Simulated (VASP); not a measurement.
# InSb3 (P4mm) in VASP: a series of runs, part 2 of 2

VASP 6.6.1.

## (3) Single point, PBE (the distance across one plane changed)

The input, INCAR:

```
SYSTEM = InSb3
ALGO     = Fast           ! electronic algorithm
EDIFF    = 1E-7           ! SCF threshold, eV
ENCUT    = 520            ! plane-wave cutoff, eV
GGA      = PE             ! functional
ISIF     = 2              ! what is computed and relaxed
ISMEAR   = 0              ! smearing method
LASPH    = .TRUE.         ! aspherical terms in the spheres
LCHARG   = .FALSE.        ! write CHGCAR
LREAL    = .FALSE.        ! projectors in reciprocal space
LWAVE    = .FALSE.        ! write WAVECAR
NBANDS   = 38             ! bands
NELM     = 100            ! most SCF steps
PREC     = Accurate       ! precision mode
SIGMA    = 0.15           ! smearing width, eV
```

The input, KPOINTS:

```
k-points
0
G
  10 10 5
  0 0 0
```

The input, POSCAR:

```
InSb3
1.0
    0.0000000000     -4.8138367962      0.0000000000
    0.0000000000      0.0000000000     -4.8138367962
   10.6276735925      0.0000000000      0.0000000000
In Sb
2 6
Direct
    1.0000000000      1.0000000000      0.3397147613
    1.0000000000      1.0000000000      0.7926677763
    0.0000000000      0.5000000000      0.1132382538
    0.0000000000      0.5000000000      0.5661912688
    0.5000000000      0.5000000000      0.3397147613
    0.5000000000      0.5000000000      0.7926677763
    0.5000000000      0.0000000000      0.1132382538
    0.5000000000      0.0000000000      0.5661912688
```

Potentials or basis: VASP PAW PBE potentials, release 64 (In_d, Sb).

Run with:

```bash
$ cat potpaw_PBE.64/In_d/POTCAR potpaw_PBE.64/Sb/POTCAR > POTCAR
$ mpirun -np 1 vasp_std > vasp.out
```

OUTCAR:

```text
SYSTEM = InSb3
   EDIFF = 1E-7
   ENCUT = 520
   GGA = PE
   ISIF = 2
   ISMEAR = 0
   LASPH = .TRUE.
   LREAL = .FALSE.
   NELM = 100
   PREC = Accurate

 ion  position               nearest neighbor table
   1  0.000  0.000  0.340-   4 3.40   8 3.40   4 3.40   8 3.40   3 3.40   7 3.40   7 3.40   3 3.40
                             5 3.40   5 3.40   5 3.40   5 3.40
   2  0.000  0.000  0.793-   4 3.40   8 3.40   4 3.40   8 3.40   6 3.40   6 3.40   6 3.40   6 3.40

   3  0.000  0.500  0.113-   1 3.40   5 3.40   1 3.40   5 3.40   7 3.40   7 3.40   7 3.40   7 3.40
[... 9 lines left out ...]
   8  0.500  0.000  0.566-   1 3.40   5 3.40   5 3.40   1 3.40   2 3.40   6 3.40   6 3.40   2 3.40
                             4 3.40   4 3.40   4 3.40   4 3.40

  LATTYP: Found a simple tetragonal cell.
 ALAT       =     4.8138367962
 C/A-ratio  =     2.2077345042

  Lattice vectors:

 A1 = (   0.0000000000,  -4.8138367962,   0.0000000000)
 A2 = (   0.0000000000,   0.0000000000,  -4.8138367962)
 A3 = (  10.6276735925,   0.0000000000,   0.0000000000)

Analysis of symmetry for initial positions (statically):
=====================================================================
 Subroutine PRICEL returns:
 Original cell was already a primitive cell.

 Routine SETGRP: Setting up the symmetry group for a
 simple tetragonal supercell.

 Subroutine GETGRP returns: Found  8 space group operations
 (whereof  8 operations were pure point group operations)
 out of a pool of 16 trial point group operations.

The static configuration has the point symmetry C_4v.

Analysis of symmetry for dynamics (positions and initial velocities):
=====================================================================
 Subroutine PRICEL returns:
 Original cell was already a primitive cell.

 Routine SETGRP: Setting up the symmetry group for a
 simple tetragonal supercell.

 Subroutine GETGRP returns: Found  8 space group operations
 (whereof  8 operations were pure point group operations)
 out of a pool of 16 trial point group operations.

The dynamic configuration has the point symmetry C_4v.

 Subroutine INISYM returns: Found  8 space group operations
 (whereof  8 operations are pure point group operations),
 and found     1 'primitive' translations

----------------------------------------------------------------------------------------

                                     Primitive cell

  volume of cell :     246.2753

  direct lattice vectors                    reciprocal lattice vectors
     0.000000000 -4.813836796  0.000000000     0.000000000 -0.207734504  0.000000000
     0.000000000  0.000000000 -4.813836796     0.000000000  0.000000000 -0.207734504
    10.627673593  0.000000000  0.000000000     0.094093970  0.000000000  0.000000000

  length of vectors
     4.813836796  4.813836796 10.627673593     0.207734504  0.207734504  0.094093970

  position of ions in fractional coordinates (direct lattice)
     0.000000000  0.000000000  0.339714761
     0.000000000  0.000000000  0.792667776
     0.000000000  0.500000000  0.113238254
     0.000000000  0.500000000  0.566191269
     0.500000000  0.500000000  0.339714761
     0.500000000  0.500000000  0.792667776
     0.500000000  0.000000000  0.113238254
     0.500000000  0.000000000  0.566191269

  ion indices of the primitive-cell ions
[... 37 lines left out ...]
            Coordinates               Weight
  0.000000  0.000000  0.000000      1.000000
  0.100000  0.000000  0.000000      4.000000
  0.200000  0.000000  0.000000      4.000000
  0.300000  0.000000  0.000000      4.000000
  0.400000  0.000000  0.000000      4.000000
  0.500000  0.000000  0.000000      2.000000
[... 16 lines left out ...]
  0.100000  0.000000  0.200000      8.000000
  0.200000  0.000000  0.200000      8.000000
 [... further k-points ...]
   k-points           NKPTS =     63   k-points in BZ     NKDIM =     63   number of bands    NBANDS=     38
   number of dos      NEDOS =    301   number of ions     NIONS =      8
   total plane-waves  NPLWV = 103680
   dimension x,y,z NGX =    36 NGY =   36 NGZ =   80
   dimension x,y,z NGXF=    72 NGYF=   72 NGZF=  160
   ions per type =               2   6
   NGX,Y,Z   is equivalent  to a cutoff of  12.43, 12.43, 12.51 a.u.
   NGXF,Y,Z  is equivalent  to a cutoff of  24.87, 24.87, 25.03 a.u.
 SYSTEM =  InSb3
   PREC   = accura    normal or accurate (medium, high low for compatibility)
   ISTART =      0    job   : 0-new  1-cont  2-samecut
   ICHARG =      2    charge: 1-file 2-atom 10-const
   ISPIN  =      1    spin polarized calculation?
   LNONCOLLINEAR =      F non collinear calculations
   LSORBIT =      F    spin-orbit coupling
   LASPH  =      T    aspherical Exc in radial PAW
   ENCUT  =  520.0 eV  38.22 Ry    6.18 a.u.   8.95  8.95 19.76*2*pi/ulx,y,z
   NELM   =    100;   NELMIN=  2; NELMDL= -5     # of ELM steps
   EDIFF  = 0.1E-06   stopping-criterion for ELM
   LREAL  =      F    real-space projection
   EDIFFG = 0.1E-05   stopping-criterion for IOM
   NSW    =      0    number of steps for IOM
   IBRION =     -1    ionic relax: 0-MD 1-quasi-New 2-CG
   NFREE  =      0    steps in history (QN), initial steepest desc. (CG)
   ISIF   =      2    stress and relaxation
   ISYM   =      2    0-nonsym 1-usesym 2-fastsym
   POTIM  = 0.5000    time-step for ionic-motion
   TEBEG  =    0.0;   TEEND  =   0.0 temperature during run
   PSTRESS=    0.0 pullay stress
   NELECT =      56.0000    total number of electrons
   NUPDOWN=      -1.0000    fix difference up-down
   EMIN   =  10.00;   EMAX   =-10.00  energy-range for DOS
   EFERMI =   0.00;   METHOD = LEGACY
   ISMEAR =     0;   SIGMA  =   0.15  broadening in eV -4-tet -1-fermi 0-gaus
   EFERMI_NEDOS =   21; number of points for ismear=-14 and -15
   IALGO  =     68    algorithm
   IMIX   =      4    mixing-type and parameters
     AMIX     =   0.40;   BMIX     =  1.00
     AMIX_MAG =   1.60;   BMIX_MAG =  1.00
  volume/ion in A,a.u.               =      30.78       207.74
  Fermi-wavevector in a.u.,A,eV,Ry     =   0.999226  1.888264 13.584781  0.998453
  Thomas-Fermi vector in A             =   2.131502
   LORBIT       =      0    0 simple, 1 ext, 2 COOP (PROOUT), +10 PAW based schemes
   GGA     = PE    functional components
   LHFCALC =     F    Hartree Fock is set to
   AEXX    =    0.0000 exact exchange contribution
   IVDW    =     0    specifies the selected vdW correction
   LEPSILON=     F    determine dielectric tensor
   LRPA    =     F    only Hartree local field effects (RPA)
 non-spin polarized calculation
 RMM-DIIS sequential band-by-band and
 Gauss-broadening in eV      SIGMA  =   0.15
  energy-cutoff  :      520.00
  volume of cell :      246.28
 maximum number of plane-waves:      6720
 NGX is ok and might be reduce to    36
   NGX = 17   NGY = 17   NGZ = 39

 number of electron      56.0000012 magnetization

 Free energy of the ion-electron system (eV)
  ---------------------------------------------------
  ext. energy  EPLUGINS =         0.00000000
  ---------------------------------------------------
  free energy    TOTEN  =       -28.00652605 eV

  energy without entropy =      -27.95467029  energy(sigma->0) =      -27.98059817

 E-fermi :   6.5694     XC(G=0):  -9.5526

 val. band max:        6.5670129596   @ k =   0.2000   0.0000   0.0000
 cond. band min:       6.5732793238   @ k =   0.4000   0.3000   0.2000
 fundamental gap:      0.0062663642
 Fermi energy:         6.5694483669

 k-point     1 :       0.0000    0.0000    0.0000
  band No.  band energies     occupation
      1      -7.8931      2.00000
      2      -7.8866      2.00000
      3      -7.8843      2.00000
      4      -7.8843      2.00000
      5      -7.8819      2.00000
      6      -7.8460      2.00000
[... 973 lines left out ...]
     37       9.4726      0.00000
     38       9.9877      0.00000

 [... further k-points ...]
[... 5 lines left out ...]
  --------------------------------------------------------------------------------------
  -------------------------------------------------------------------------------------
  Total       -3.3599871     -3.8284052     -3.8284052      0.0000000      0.0000000      0.0000000
  in kB      -21.8588478    -24.9062044    -24.9062044      0.0000000      0.0000000      0.0000000
  external PRESSURE =     -23.8904188 kB  Pullay stress =       0.0000000 kB

 VOLUME and BASIS-vectors are now :
 -----------------------------------------------------------------------------
  energy-cutoff  :      520.00
  volume of cell :      246.28
      direct lattice vectors                 reciprocal lattice vectors
     0.000000000 -4.813836796  0.000000000     0.000000000 -0.207734504  0.000000000
     0.000000000  0.000000000 -4.813836796     0.000000000  0.000000000 -0.207734504
    10.627673593  0.000000000  0.000000000     0.094093970  0.000000000  0.000000000

 POSITION                                       TOTAL-FORCE (eV/Angst)
 -----------------------------------------------------------------------------------
      3.61038      0.00000      0.00000        -0.084094     -0.000000     -0.000000
      8.42421      0.00000      0.00000         0.419188      0.000000     -0.000000
      1.20346      0.00000     -2.40692        -0.123221     -0.000000     -0.000000
      6.01730      0.00000     -2.40692         0.157440     -0.000000      0.000000
      3.61038     -2.40692     -2.40692        -0.294701     -0.000000     -0.000000
      8.42421     -2.40692     -2.40692        -0.108832     -0.000000     -0.000000
      1.20346     -2.40692      0.00000        -0.123221     -0.000000     -0.000000
      6.01730     -2.40692      0.00000         0.157440     -0.000000     -0.000000
 -----------------------------------------------------------------------------------
    total drift:                               -0.000803      0.000000      0.000000

  FREE ENERGIE OF THE ION-ELECTRON SYSTEM (eV)
  ---------------------------------------------------
  free  energy   TOTEN  =       -28.0065260461 eV

  energy  without entropy=      -27.9546702924  energy(sigma->0) =      -27.98059817
```

Run time: 20 min. Hardware: 1 thread of Oxide Virtual Turin-like, shared host; peak memory 0.6 GiB.

Results:

```
Free energy            : -28.0065 eV
Pressure               : -2.4 GPa
Largest force          : 0.419 eV/Å
Band gap on the k mesh : zero (bands 28 and 29 overlap by 1.20 eV)
```

Forces on the atoms (eV/Å):
```
In  -0.084  0.000  0.000
In   0.419  0.000  0.000
Sb  -0.123  0.000  0.000
Sb   0.157  0.000  0.000
Sb  -0.295  0.000  0.000
Sb  -0.109  0.000  0.000
Sb  -0.123  0.000  0.000
Sb   0.157  0.000  0.000
```

Levels at points of the mesh, in eV from the Fermi level:
| k point | band 26 | band 27 | band 28 | band 29 | band 30 | band 31 |
| --- | --- | --- | --- | --- | --- | --- |
| (0.00, 0.00, 0.00) | -0.67 | -0.52 | 0.29 | 0.29 | 0.56 | 0.83 |
| (0.50, 0.00, 0.00) | -1.40 | -1.18 | -0.91 | -0.48 | -0.33 | 0.12 |
| (0.50, 0.50, 0.00) | -1.16 | -0.98 | -0.71 | -0.71 | 1.19 | 2.63 |

Caveat: the cell differs from its parent crystal (the distance across one plane changed); spin-orbit coupling is left out, which moves the levels of the heavy elements.

The gap in the log of VASP goes by the Fermi energy; the results here count the filled bands.